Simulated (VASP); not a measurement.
Rh:

```
Rh
1.0
     2.69174    0.00000    0.00000
    -1.34587    2.33112    0.00000
     0.00000    0.00000    8.79807
Rh
4
Direct
  0.00000 0.00000 0.00000
  0.33333 0.66667 0.25000
  0.00000 0.00000 0.50000
  0.66667 0.33333 0.75000
```

This isn't the form of Rh at room conditions, which is fcc.

| Quantity | Value |
| --- | --- |
| Program | VASP 6.6.1 |
| Task | relaxation of cell and atoms |
| Functional | PBEsol |
| Dispersion | D3(BJ) |
| Potentials or basis | VASP PAW PBE potentials, release 64 (Rh_pv) |
| Cutoff | 600 eV |
| k mesh | 10 × 10 × 3 |
| Occupations | fermi-dirac, width 0.15 eV |
| Spin | no spin polarisation |

At the start: pressure -12.1 GPa; volume 13.80 Å³/atom.

Problem. How do energy, volume and symmetry change on relaxing?

Solution. Over 4 steps the energy falls by 22.9 meV/atom and the volume is 13.22 Å³/atom (-4.2 %); space group P6_3/mmc (No. 194, to 0.1 Å) before and after.

The path:
```
step  energy change (eV)  largest force (eV/Å)  pressure (GPa)  volume (Å³)
   1              0.0000                0.0000          -12.13        55.21
   2              0.6426                0.0000           46.97        47.27
   3             -0.0916                0.0000           -0.57        52.98
   4             -0.0917                0.0000           -0.10        52.90
```

Final structure:
```
CELL_PARAMETERS angstrom
2.65387 0.00000 0.00000
-1.32694 2.29833 0.00000
0.00000 0.00000 8.67267
ATOMIC_POSITIONS crystal
Rh 0.00000 0.00000 0.00000
Rh 0.33333 0.66667 0.25000
Rh 0.00000 0.00000 0.50000
Rh 0.66667 0.33333 0.75000
```

Caveat: the PAW data sets were made with another functional, which shifts forces and pressure a little.
